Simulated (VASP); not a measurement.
# Ti (R-3m) in VASP: notebook, part 2 of 2

VASP 6.6.1. The steps go on from the part before.

### 3 Single point, r2SCAN

This run uses another cell than the first one, of 20.32 Å³/atom.

Input file POSCAR:

```
Ti
1.0
    2.7098852145      1.5645529581      9.5859153450
   -2.7098852145      1.5645529581      9.5859153450
    0.0000000000     -3.1291059160      9.5859153450
Ti
12
Direct
    0.0465862253      0.5467560515      0.0465862253
    0.0465862253      0.0465862253      0.5467560515
    0.5467560515      0.0465862253      0.0465862253
    0.9534137747      0.4532439485      0.9534137747
    0.4532439485      0.9534137747      0.9534137747
    0.9534137747      0.9534137747      0.4532439485
    0.2098491234      0.7052747101      0.2098491234
    0.2098491234      0.2098491234      0.7052747101
    0.7052747101      0.2098491234      0.2098491234
    0.7901508766      0.2947252899      0.7901508766
    0.2947252899      0.7901508766      0.7901508766
    0.7901508766      0.7901508766      0.2947252899
```

Input file INCAR.step1:

```
ALGO = Normal
EDIFF = 1E-4
ENCUT = 520
GGA = PE
ISMEAR = 0
LASPH = T
LCHARG = F
LREAL = F
LWAVE = T
NBANDS = 84
NELM = 60
PREC = Accurate
SIGMA = 0.1
```

Input file INCAR.step2:

```
ALGO = Normal
EDIFF = 1E-6
ENCUT = 520
ISIF = 2
ISMEAR = 0
ISTART = 1
LASPH = T
LCHARG = F
LMIXTAU = T
LREAL = F
LWAVE = F
METAGGA = R2SCAN
NBANDS = 84
NELM = 60
PREC = Accurate
SIGMA = 0.1
```

Input file KPOINTS:

```
k-points
0
Gamma
  3 3 3
```

Potentials or basis: VASP PAW PBE potentials, release 64 (Ti_sv).

The run is started by

```
> cat potpaw_PBE.64/Ti_sv/POTCAR > POTCAR
> cp INCAR.step1 INCAR
> mpirun -np 1 vasp_std > vasp.out
> cp INCAR.step2 INCAR
> mpirun -np 1 vasp_std > vasp.out
```

OUTCAR:

```text
EDIFF = 1E-6
   ENCUT = 520
   ISIF = 2
   ISMEAR = 0
   ISTART = 1
   LASPH = T
   LREAL = F
   METAGGA = R2SCAN
   NELM = 60
   PREC = Accurate

 ion  position               nearest neighbor table
   1  0.047  0.547  0.047-   4 2.68   2 2.71   3 2.71   2 2.71   3 2.71  12 2.75  11 2.75
   2  0.047  0.047  0.547-   6 2.68   3 2.71   1 2.71   1 2.71   3 2.71  10 2.75  11 2.75
   3  0.547  0.047  0.047-   5 2.68   2 2.71   1 2.71   2 2.71   1 2.71  12 2.75  10 2.75
   4  0.953  0.453  0.953-   1 2.68   6 2.71   5 2.71   6 2.71   5 2.71   8 2.75   9 2.75
   5  0.453  0.953  0.953-   3 2.68   6 2.71   4 2.71   6 2.71   4 2.71   8 2.75   7 2.75
   6  0.953  0.953  0.453-   2 2.68   4 2.71   5 2.71   4 2.71   5 2.71   7 2.75   9 2.75
   7  0.210  0.705  0.210-   8 2.69   9 2.69   8 2.73   9 2.73   5 2.75   6 2.75  11 2.87  12 2.87
[... 7 lines left out ...]
  11  0.295  0.790  0.790-  12 2.69  10 2.69  12 2.73  10 2.73   1 2.75   2 2.75   7 2.87   8 2.87

  12  0.790  0.790  0.295-  10 2.69  11 2.69  11 2.73  10 2.73   1 2.75   3 2.75   7 2.87   9 2.87

  LATTYP: Found a trigonal (rhomboedric) cell.
[... 711 lines left out ...]
     83       7.5346      0.00000
     84       7.6797      0.00000

------------------------ aborting loop because EDIFF is reached ----------------------------------------

  FORCE on cell =-STRESS in cart. coord.  units (eV):
  Direction    XX          YY          ZZ          XY          YZ          ZX
  --------------------------------------------------------------------------------------
  -------------------------------------------------------------------------------------
  Total        0.0778382      0.0778382      0.6018774     -0.0000000      0.0000000      0.0000000
  in kB        0.5114199      0.5114199      3.9545097     -0.0000000      0.0000000      0.0000000
  external PRESSURE =       1.6591165 kB  Pullay stress =       0.0000000 kB

 VOLUME and BASIS-vectors are now :
 -----------------------------------------------------------------------------
  energy-cutoff  :      520.00
  volume of cell :      243.85
      direct lattice vectors                 reciprocal lattice vectors
     2.709885214  1.564552958  9.585915345     0.184509660  0.106526702  0.034773240
    -2.709885214  1.564552958  9.585915345    -0.184509660  0.106526702  0.034773240
     0.000000000 -3.129105916  9.585915345     0.000000000 -0.213053404  0.034773240

 POSITION                                       TOTAL-FORCE (eV/Angst)
 -----------------------------------------------------------------------------------
     -1.35540      0.78254      6.13430         0.017859     -0.010311      0.013270
      0.00000     -1.56508      6.13430         0.000000      0.020622      0.013270
      1.35540      0.78254      6.13430        -0.017859     -0.010311      0.013270
      1.35540     -0.78254     22.62345        -0.017859      0.010311     -0.013270
     -1.35540     -0.78254     22.62345         0.017859      0.010311     -0.013270
      0.00000      1.56508     22.62345         0.000000     -0.020622     -0.013270
     -1.34255      0.77512     10.78390         0.010921     -0.006305     -0.005393
      0.00000     -1.55024     10.78390         0.000000      0.012610     -0.005393
      1.34255      0.77512     10.78390        -0.010921     -0.006305     -0.005393
      1.34255     -0.77512     17.97385        -0.010921      0.006305      0.005393
     -1.34255     -0.77512     17.97385         0.010921      0.006305      0.005393
      0.00000      1.55024     17.97385         0.000000     -0.012610      0.005393
 -----------------------------------------------------------------------------------
    total drift:                               -0.000000      0.000000     -0.000000

  FREE ENERGIE OF THE ION-ELECTRON SYSTEM (eV)
  ---------------------------------------------------
  free  energy   TOTEN  =      -143.8723281767 eV

  energy  without entropy=     -143.7820412086  energy(sigma->0) =     -143.82718469
```

OUTCAR.step1:

```text
EDIFF = 1E-4
   ENCUT = 520
   GGA = PE
   ISMEAR = 0
[... 768 lines left out ...]
      1.34255      0.77512     10.78390         0.043956      0.025378     -0.033339
      1.34255     -0.77512     17.97385         0.043956     -0.025378      0.033339
     -1.34255     -0.77512     17.97385        -0.043956     -0.025378      0.033339
      0.00000      1.55024     17.97385        -0.000000      0.050757      0.033339
 -----------------------------------------------------------------------------------
    total drift:                               -0.000000      0.000000     -0.000000

  FREE ENERGIE OF THE ION-ELECTRON SYSTEM (eV)
  ---------------------------------------------------
  free  energy   TOTEN  =       -83.7698828655 eV

  energy  without entropy=      -83.6759433213  energy(sigma->0) =      -83.72291309
```

Wall time 60 min (1 thread of AMD EPYC 7R43 (Zen 3), shared host); peak memory 0.99 GiB.

What came out:

```yaml
Free_energy: -143.8723 eV
Pressure: 0.2 GPa
Largest_force: 0.025 eV/Å
Band_gap_on_the_k_mesh: zero (bands 72 and 73 overlap by 0.15 eV)
```

Forces in eV/Å, atoms in the order of the input:
```
Ti   0.018 -0.010  0.013
Ti   0.000  0.021  0.013
Ti  -0.018 -0.010  0.013
Ti  -0.018  0.010 -0.013
Ti   0.018  0.010 -0.013
Ti   0.000 -0.021 -0.013
Ti   0.011 -0.006 -0.005
Ti   0.000  0.013 -0.005
Ti  -0.011 -0.006 -0.005
Ti  -0.011  0.006  0.005
Ti   0.011  0.006  0.005
Ti   0.000 -0.013  0.005
```

Stress tensor (GPa, compression positive):
```
0.05 0.00 0.00
0.00 0.05 0.00
0.00 0.00 0.40
```

Caveat: the k points lie up to 0.45 Å⁻¹ apart; the PAW data sets were made with another functional, which shifts forces and pressure a little.
